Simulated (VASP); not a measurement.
# Mo (Im-3m) in VASP: further runs, part 4 of 4

VASP 6.6.1. Earlier steps stand in the parts before.

**6. Single point, PBEsol**

This run uses another cell than the first one, of 15.79 Å³/atom, 1.064 times its volume.

File INCAR:

```
PREC = Accurate
ENCUT = 520
EDIFF = 1E-6
ISMEAR = 0
SIGMA = 0.1
LREAL = False
LASPH = True
NELM = 100
ALGO = Normal
ISIF = 2
LWAVE = False
LCHARG = True
GGA = PS
LELF = True
LVHAR = True
NBANDS = 13
```

File KPOINTS:

```
Automatic mesh
0
Gamma
  24 24 24
```

File POSCAR:

```
Mo
1.0
   -1.5804252937      1.5804252937      1.5804252937
    1.5804252937     -1.5804252937      1.5804252937
    1.5804252937      1.5804252937     -1.5804252937
Mo
1
Direct
    0.0000000000      0.0000000000      0.0000000000
```

Potentials or basis: VASP PAW PBE potentials, release 64 (Mo_sv).

The run is started by

```sh
cat potpaw_PBE.64/Mo_sv/POTCAR > POTCAR
mpirun -np 1 vasp_std > vasp.out
```

OUTCAR:

```text
PREC = Accurate
   ENCUT = 520
   EDIFF = 1E-6
   ISMEAR = 0
   LREAL = False
   LASPH = True
   NELM = 100
   ISIF = 2
   GGA = PS

 ion  position               nearest neighbor table
   1  0.000  0.000  0.000-

  LATTYP: Found a body centered cubic cell.
 ALAT       =     3.1608505874

  Lattice vectors:

 A1 = (  -1.5804252937,   1.5804252937,   1.5804252937)
 A2 = (   1.5804252937,  -1.5804252937,   1.5804252937)
 A3 = (   1.5804252937,   1.5804252937,  -1.5804252937)

Analysis of symmetry for initial positions (statically):
=====================================================================
 Subroutine PRICEL returns:
 Original cell was already a primitive cell.

 Routine SETGRP: Setting up the symmetry group for a
 body centered cubic supercell.

 Subroutine GETGRP returns: Found 48 space group operations
 (whereof 48 operations were pure point group operations)
 out of a pool of 48 trial point group operations.

The static configuration has the point symmetry O_h .

Analysis of symmetry for dynamics (positions and initial velocities):
=====================================================================
 Subroutine PRICEL returns:
 Original cell was already a primitive cell.

 Routine SETGRP: Setting up the symmetry group for a
 body centered cubic supercell.

 Subroutine GETGRP returns: Found 48 space group operations
 (whereof 48 operations were pure point group operations)
 out of a pool of 48 trial point group operations.

The dynamic configuration has the point symmetry O_h .

 Subroutine INISYM returns: Found 48 space group operations
 (whereof 48 operations are pure point group operations),
 and found     1 'primitive' translations

----------------------------------------------------------------------------------------

                                     Primitive cell

  volume of cell :      15.7900

  direct lattice vectors                    reciprocal lattice vectors
    -1.580425294  1.580425294  1.580425294     0.000000000  0.316370538  0.316370538
     1.580425294 -1.580425294  1.580425294     0.316370538  0.000000000  0.316370538
     1.580425294  1.580425294 -1.580425294     0.316370538  0.316370538  0.000000000

  length of vectors
     2.737376906  2.737376906  2.737376906     0.447415505  0.447415505  0.447415505

  position of ions in fractional coordinates (direct lattice)
     0.000000000  0.000000000  0.000000000

  ion indices of the primitive-cell ions
   primitive index   ion index
                 1           1

----------------------------------------------------------------------------------------

 KPOINTS: Automatic mesh

Automatic generation of k-mesh.
 Grid dimensions read from file:
 generate k-points for:   24   24   24

 Generating k-lattice:

  Cartesian coordinates                     Fractional coordinates (reciprocal lattice)
     0.000000000  0.013182106  0.013182106     0.041666667  0.000000000  0.000000000
     0.013182106  0.000000000  0.013182106     0.000000000  0.041666667  0.000000000
     0.013182106  0.013182106  0.000000000     0.000000000  0.000000000  0.041666667

  Length of vectors
     0.018642313  0.018642313  0.018642313

  Shift w.r.t. Gamma in fractional coordinates (k-lattice)
     0.000000000  0.000000000  0.000000000

 Subroutine IBZKPT returns following result:
 ===========================================

 Found    413 irreducible k-points:

 Following reciprocal coordinates:
            Coordinates               Weight
  0.000000  0.000000  0.000000      1.000000
  0.041667  0.000000  0.000000     12.000000
  0.083333  0.000000  0.000000     12.000000
  0.125000  0.000000  0.000000     12.000000
  0.166667  0.000000  0.000000     12.000000
  0.208333  0.000000  0.000000     12.000000
[... 16 lines left out ...]
  0.416667  0.041667  0.000000     48.000000
  0.458333  0.041667 -0.000000     48.000000
 [... further k-points ...]
   k-points           NKPTS =    413   k-points in BZ     NKDIM =    413   number of bands    NBANDS=     13
   number of dos      NEDOS =    301   number of ions     NIONS =      1
   total plane-waves  NPLWV =   8000
   dimension x,y,z NGX =    20 NGY =   20 NGZ =   20
   dimension x,y,z NGXF=    40 NGYF=   40 NGZF=   40
   ions per type =               1
   NGX,Y,Z   is equivalent  to a cutoff of  12.15, 12.15, 12.15 a.u.
   NGXF,Y,Z  is equivalent  to a cutoff of  24.29, 24.29, 24.29 a.u.
 SYSTEM =  unknown system
   PREC   = accura    normal or accurate (medium, high low for compatibility)
   ISTART =      0    job   : 0-new  1-cont  2-samecut
   ICHARG =      2    charge: 1-file 2-atom 10-const
   ISPIN  =      1    spin polarized calculation?
   LNONCOLLINEAR =      F non collinear calculations
   LSORBIT =      F    spin-orbit coupling
   LASPH  =      T    aspherical Exc in radial PAW
   ENCUT  =  520.0 eV  38.22 Ry    6.18 a.u.   5.09  5.09  5.09*2*pi/ulx,y,z
   NELM   =    100;   NELMIN=  2; NELMDL= -5     # of ELM steps
   EDIFF  = 0.1E-05   stopping-criterion for ELM
   LREAL  =      F    real-space projection
   EDIFFG = 0.1E-04   stopping-criterion for IOM
   NSW    =      0    number of steps for IOM
   IBRION =     -1    ionic relax: 0-MD 1-quasi-New 2-CG
   NFREE  =      0    steps in history (QN), initial steepest desc. (CG)
   ISIF   =      2    stress and relaxation
   ISYM   =      2    0-nonsym 1-usesym 2-fastsym
   POTIM  = 0.5000    time-step for ionic-motion
   TEBEG  =    0.0;   TEEND  =   0.0 temperature during run
   PSTRESS=    0.0 pullay stress
   NELECT =      14.0000    total number of electrons
   NUPDOWN=      -1.0000    fix difference up-down
   EMIN   =  10.00;   EMAX   =-10.00  energy-range for DOS
   EFERMI =   0.00;   METHOD = LEGACY
   ISMEAR =     0;   SIGMA  =   0.10  broadening in eV -4-tet -1-fermi 0-gaus
   EFERMI_NEDOS =   21; number of points for ismear=-14 and -15
   IALGO  =     38    algorithm
   IMIX   =      4    mixing-type and parameters
     AMIX     =   0.40;   BMIX     =  1.00
     AMIX_MAG =   1.60;   BMIX_MAG =  1.00
  volume/ion in A,a.u.               =      15.79       106.56
  Fermi-wavevector in a.u.,A,eV,Ry     =   1.572740  2.972047 33.654153  2.473510
  Thomas-Fermi vector in A             =   2.674129
   LORBIT       =      0    0 simple, 1 ext, 2 COOP (PROOUT), +10 PAW based schemes
   GGA     = PS    functional components
   LHFCALC =     F    Hartree Fock is set to
   AEXX    =    0.0000 exact exchange contribution
   IVDW    =     0    specifies the selected vdW correction
   LEPSILON=     F    determine dielectric tensor
   LRPA    =     F    only Hartree local field effects (RPA)
 non-spin polarized calculation
 Gauss-broadening in eV      SIGMA  =   0.10
  energy-cutoff  :      520.00
  volume of cell :       15.79
 maximum number of plane-waves:       438
   NGX = 11   NGY = 11   NGZ = 11

 number of electron      14.0000004 magnetization

 Free energy of the ion-electron system (eV)
  ---------------------------------------------------
  ext. energy  EPLUGINS =         0.00000000
  ---------------------------------------------------
  free energy    TOTEN  =       -11.76951828 eV

  energy without entropy =      -11.76592180  energy(sigma->0) =      -11.76772004

 E-fermi :  12.3433     XC(G=0): -13.4722

 val. band max:       12.3424243381   @ k =  -0.2083   0.2500   0.0833
 cond. band min:      12.3536887461   @ k =  -0.4167   0.4583   0.0417
 fundamental gap:      0.0112644080
 Fermi energy:        12.3433052674

 k-point     1 :       0.0000    0.0000    0.0000
  band No.  band energies     occupation
      1     -48.8920      2.00000
      2     -22.2019      2.00000
      3     -22.2019      2.00000
      4     -22.2019      2.00000
      5       5.0516      2.00000
      6      10.9544      2.00000
      7      10.9544      2.00000
      8      10.9544      2.00000
      9      13.9314      0.00000
     10      13.9314      0.00000
     11      27.0967      0.00000
     12      27.0967      0.00000
     13      27.0967      0.00000

 k-point     2 :       0.0417    0.0000    0.0000
  band No.  band energies     occupation
      1     -48.8877      2.00000
      2     -22.2269      2.00000
      3     -22.2096      2.00000
      4     -22.2021      2.00000
      5       5.1285      2.00000
      6      10.9108      2.00000
      7      10.9479      2.00000
      8      11.0259      2.00000
      9      13.8651      0.00000
     10      13.9324      0.00000
     11      27.1555      0.00000
[... 339 lines left out ...]
 k-point    24 :       0.4583    0.0417   -0.0000
  band No.  band energies     occupation
      1     -48.6358      2.00000
      2     -23.5559      2.00000
      3     -22.6429      2.00000
      4     -22.2229      2.00000
      5       7.0708      2.00000
      6       8.9616      2.00000
      7      13.4614      0.00000
      8      13.9559      0.00000
      9      14.7874      0.00000
     10      17.1073      0.00000
     11      23.7832      0.00000
     12      24.3449      0.00000
     13      29.4152      0.00000

 [... further k-points ...]
[... 5 lines left out ...]
  --------------------------------------------------------------------------------------
  -------------------------------------------------------------------------------------
  Total       -0.7235880     -0.7235880     -0.7235880     -0.0000000      0.0000000      0.0000000
  in kB      -73.4209522    -73.4209522    -73.4209522     -0.0000000      0.0000000      0.0000000
  external PRESSURE =     -73.4209522 kB  Pullay stress =       0.0000000 kB

 VOLUME and BASIS-vectors are now :
 -----------------------------------------------------------------------------
  energy-cutoff  :      520.00
  volume of cell :       15.79
      direct lattice vectors                 reciprocal lattice vectors
    -1.580425294  1.580425294  1.580425294     0.000000000  0.316370538  0.316370538
     1.580425294 -1.580425294  1.580425294     0.316370538  0.000000000  0.316370538
     1.580425294  1.580425294 -1.580425294     0.316370538  0.316370538  0.000000000

 POSITION                                       TOTAL-FORCE (eV/Angst)
 -----------------------------------------------------------------------------------
      0.00000      0.00000      0.00000        -0.000000      0.000000      0.000000
 -----------------------------------------------------------------------------------
    total drift:                                0.000000     -0.000000      0.000000

  FREE ENERGIE OF THE ION-ELECTRON SYSTEM (eV)
  ---------------------------------------------------
  free  energy   TOTEN  =       -11.7695182833 eV

  energy  without entropy=      -11.7659217996  energy(sigma->0) =      -11.76772004
```

OSZICAR:

```text
N       E                     dE             d eps       ncg     rms          rms(c)
DAV:   1     0.908933181583E+02    0.90893E+02   -0.80316E+03 10886   0.110E+03
DAV:   2    -0.113965750100E+02   -0.10229E+03   -0.98397E+02 12248   0.311E+02
DAV:   3    -0.125530297959E+02   -0.11565E+01   -0.11538E+01 12143   0.329E+01
DAV:   4    -0.125556443103E+02   -0.26145E-02   -0.26145E-02 11883   0.190E+00
DAV:   5    -0.125556613849E+02   -0.17075E-04   -0.17076E-04 12253   0.136E-01    0.155E+01
DAV:   6    -0.118713433242E+02    0.68432E+00   -0.82598E-01 11048   0.110E+01    0.400E+00
DAV:   7    -0.117752955150E+02    0.96048E-01   -0.15636E-01 11978   0.454E+00    0.103E+00
DAV:   8    -0.117695827719E+02    0.57127E-02   -0.44841E-03 11078   0.854E-01    0.202E-01
DAV:   9    -0.117695111582E+02    0.71614E-04   -0.14534E-04 12648   0.147E-01    0.758E-02
DAV:  10    -0.117695182067E+02   -0.70485E-05   -0.11472E-05 11153   0.398E-02    0.466E-03
DAV:  11    -0.117695182833E+02   -0.76612E-07   -0.15984E-07  6309   0.431E-03
   1 F= -.11769518E+02 E0= -.11767720E+02  d E =-.359648E-02
```

stdout:

```text
POSCAR found type information on POSCAR Mo
 POSCAR found :  1 types and       1 ions
 scaLAPACK will be used
 -----------------------------------------------------------------------------
|                                                                             |
|                                                                             |
|     You enforced a specific xc type in the INCAR file but a different       |
|     I HOPE YOU KNOW WHAT YOU ARE DOING!                                     |
|                                                                             |
 -----------------------------------------------------------------------------

 LDA part: xc-table for (Slater+PW92), standard interpolation
 POSCAR, INCAR and KPOINTS ok, starting setup
 FFT: planning ... GRIDC
 FFT: planning ... GRID_SOFT
 FFT: planning ... GRID
 WAVECAR not read
 entering main loop
```

It took 38 s on 1 thread of Intel Xeon 6975P-C, shared host; peak memory 0.19 GiB.

What came out:

```
Free energy            : -11.7695 eV
Pressure               : -7.3 GPa
Band gap on the k mesh : zero (band 7 reaches 16.25 eV, above the bottom of band 8 at 10.95 eV)
```

Caveat: the PAW data sets were made with another functional, which shifts forces and pressure a little.

**7. Overview**

| level | cell | gap on the mesh (eV) | pressure (GPa) |
| --- | --- | --- | --- |
| PBE | a = 2.681 Å, angles 109.5°, 1 atom | none | 18.9 |
| PBE | a = 2.710 Å, angles 109.5°, 1 atom | none | 9.0 |
| PBE | a = 2.737 Å, angles 109.5°, 1 atom | none | 0.6 |
| PBEsol | a = 2.737 Å, angles 109.5°, 1 atom | none | -7.3 |

Alike in all rows: task single point; potentials or basis VASP PAW PBE potentials, release 64 (Mo_sv); no spin polarisation; k mesh 24 × 24 × 24; cutoff (eV) 520; smearing gaussian 0.1 eV.

Caveats: the PAW data sets were made with another functional, which shifts forces and pressure a little (some runs).

Absolute energies hang on the potentials; compare differences alone.
